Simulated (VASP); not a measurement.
A run of VASP 6.6.1 is set up as follows.

File POSCAR:

```
Sc3SnC
1.0
    4.5302774300      0.0000000000      0.0000000000
    0.0000000000      4.5302774300      0.0000000000
    0.0000000000      0.0000000000      4.5302774300
Sc Sn C
3 1 1
Direct
    0.0000000000      0.5000000000      0.5000000000
    0.5000000000      0.0000000000      0.5000000000
    0.5000000000      0.5000000000      0.0000000000
    0.0000000000      0.0000000000      0.0000000000
    0.5000000000      0.5000000000      0.5000000000
```

The input INCAR.step1:

```
SYSTEM = Sc3SnC
ALGO = Normal
EDIFF = 1E-4
ENCUT = 520
GGA = PE
ISMEAR = 0
LASPH = .TRUE.
LCHARG = .FALSE.
LREAL = .FALSE.
LWAVE = .TRUE.
NBANDS = 34
NELM = 100
PREC = Accurate
SIGMA = 0.05
```

File INCAR.step2:

```
SYSTEM = Sc3SnC
ALGO = Normal
EDIFF = 1E-7
ENCUT = 520
ISIF = 2
ISMEAR = 0
ISTART = 1
LASPH = .TRUE.
LCHARG = .FALSE.
LMIXTAU = .TRUE.
LREAL = .FALSE.
LWAVE = .FALSE.
METAGGA = R2SCAN
NBANDS = 34
NELM = 100
PREC = Accurate
SIGMA = 0.05
```

File KPOINTS:

```
k-points
0
G
  5 5 5
  0 0 0
```

Potentials or basis: VASP PAW PBE potentials, release 64 (Sc_sv, Sn_d, C).

The run is started by

```console
$ cat potpaw_PBE.64/Sc_sv/POTCAR potpaw_PBE.64/Sn_d/POTCAR potpaw_PBE.64/C/POTCAR > POTCAR
$ cp INCAR.step1 INCAR
$ mpirun -np 1 vasp_std > vasp.out
$ cp INCAR.step2 INCAR
$ mpirun -np 1 vasp_std > vasp.out
```

Question: Predict the pressure.

Answer: 0.0 GPa.

Caveat: the PAW data sets were made with another functional, which shifts forces and pressure a little.
